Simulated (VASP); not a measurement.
A run of VASP 6.6.1:

The input POSCAR:

```
Sc
1.0
    0.0000000000      2.3344911424      2.1477318510
    2.3344911424      0.0000000000      2.1477318510
    2.3344911424      2.3344911424      0.0000000000
Sc
1
Direct
    0.0000000000      0.0000000000      0.0000000000
```

INCAR.step1

```
ALGO = Normal ; EDIFF = 1E-4
ENCUT = 520 ; GGA = PE
ISMEAR = 0 ; LASPH = True
LCHARG = False ; LREAL = False
LWAVE = True ; NBANDS = 12
NELM = 100 ; PREC = Accurate
SIGMA = 0.15
```

File INCAR.step2:

```
ALGO = Normal ; EDIFF = 1E-6
ENCUT = 520 ; ISIF = 2
ISMEAR = 0 ; ISTART = 1
LASPH = True ; LCHARG = True
LELF = True ; LMIXTAU = True
LREAL = False ; LVHAR = True
LWAVE = False ; METAGGA = R2SCAN
NBANDS = 12 ; NELM = 100
PREC = Accurate ; SIGMA = 0.15
```

Contents of KPOINTS:

```
k-points
0
Gamma
  20 20 20
```

Potentials or basis: VASP PAW PBE potentials, release 64 (Sc_sv).

The run is started by

```bash
$ cat potpaw_PBE.64/Sc_sv/POTCAR > POTCAR
$ cp INCAR.step1 INCAR
$ mpirun -np 1 vasp_std > vasp.out
$ cp INCAR.step2 INCAR
$ mpirun -np 1 vasp_std > vasp.out
```

Hardware: 1 thread of Intel(R) Xeon(R) Platinum 8488C (Sapphire Rapids) (shared host).

Question: How long does it take, and how much memory?

Answer: Wall time 6.2 min on 1 thread of Intel(R) Xeon(R) Platinum 8488C (Sapphire Rapids), with other jobs on the host, peak memory 0.29 GiB. Counts: k points 641.
